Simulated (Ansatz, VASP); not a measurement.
## Two plane-wave programs on SnS2

```xyz
3
Lattice="3.6509 0.0000 0.0000 -1.8255 3.1618 0.0000 0.0000 0.0000 6.0699" Properties=species:S:1:pos:R:3 pbc="T T T"
Sn    0.0000    0.0000    0.0000
S     0.0000    2.1079    1.4740
S     1.8255    1.0539    4.5959
```

Alike in both runs: functional PBEsol; k mesh 12 × 12 × 6; no spin polarisation.

Ansatz relaxed the structure, and its values are those at the end. VASP's run is a single point on that final structure, the one shown.

|  | VASP | Ansatz |
| --- | --- | --- |
| version | VASP 6.6.1 | Ansatz 0.2.0 |
| potentials or method | VASP PAW PBE potentials, release 64 (Sn_d, S), cutoff 500 eV | scalar-relativistic, plane waves, PAW |
| occupations | gaussian, width 0.01 eV | fixed |
| valence electrons in the cell | 26 | 26 |

VASP gave:

- gap on the k mesh at the Fermi level (eV): 1.44
- least direct gap on the mesh (eV): 1.83
- pressure (GPa): -0.1

Q: Estimate Ansatz's values.

A: gap on the k mesh at the Fermi level (eV): 1.44; least direct gap on the mesh (eV): 1.83; pressure (GPa): 0.0.

VASP's potentials were made for PBE, not for PBEsol.
